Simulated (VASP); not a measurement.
BiTe, 2 atoms in the cell. It takes space group Fm-3m (No. 225, cubic). Conventional cell: a = 6.631 Å, b = 6.631 Å, c = 6.631 Å, α = 90.00°, β = 90.00°, γ = 90.00°. Bi (site symmetry m-3m) has 6 Te at 3.32 Å within 4.4 Å. Te (site symmetry m-3m) has 6 Bi at 3.32 Å within 4.4 Å.  This cell differs from its parent crystal: strained.

| Item | Value |
| --- | --- |
| Program | VASP 6.6.1 |
| Task | single point |
| Functional | PBE |
| Potentials or basis | VASP PAW PBE potentials, release 64 (Bi_d, Te) |
| Cutoff | 520 eV |
| k mesh | 12 × 12 × 12 |
| Occupations | gaussian, width 0.1 eV |
| Spin | no spin polarisation |
| Dipole correction | no |
| Further INCAR settings | ALGO = Normal; EDIFF = 1e-07; NBANDS = 18 |

Potentials or basis: VASP PAW PBE potentials, release 64 (Bi_d, Te).

Run with:

```console
$ cat potpaw_PBE.64/Bi_d/POTCAR potpaw_PBE.64/Te/POTCAR > POTCAR
$ mpirun -np 1 vasp_std > vasp.out
```

Hardware: 1 thread of Intel Xeon 8259CL, with other jobs on the host.

How long does it take, and how much memory?

Run time: 2.1 min on 1 thread of Intel Xeon 8259CL (shared host), peak memory 0.26 GiB. Counts: scf iterations 13, k points 72.
